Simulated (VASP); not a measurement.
Runs of VASP 6.6.1 on ZnS. The structure is that of space group P6_3mc (No. 186), or close to it. The cells are those of the table. 

```tsv
task	cell	cutoff (eV)	gap on the mesh (eV)	pressure (GPa)
relaxation of cell and atoms	relaxed to 40 GPa from a = 3.462, b = 3.462, c = 5.748 Å, angles 90.0, 90.0, 120.0°, 4 atoms	600	2.61	40.0
single point	a = 3.782, b = 3.782, c = 6.207 Å, angles 90.0, 90.0, 120.0°, 4 atoms	520	(a)	0.2
relaxation of cell and atoms	relaxed to 20 GPa from a = 3.557, b = 3.557, c = 5.868 Å, angles 90.0, 90.0, 120.0°, 4 atoms	600	2.92	20.0
single point	a = 3.817, b = 3.817, c = 6.260 Å, angles 90.0, 90.0, 120.0°, 4 atoms	520	2.04	(b)
```

Alike in all rows: level PBEsol; potentials or basis VASP PAW PBE potentials, release 64 (Zn, S); no spin polarisation; k mesh 12 × 12 × 6; smearing gaussian 0.02 eV.

Q: Fill in the values left out.

A: (a) 2.16; (b) -1.8.

Caveats: the PAW data sets were made with another functional, which shifts forces and pressure a little; the cell is relaxed towards a set pressure, so the enthalpy falls and the energy may rise (some runs).

A k mesh can miss the band edges.
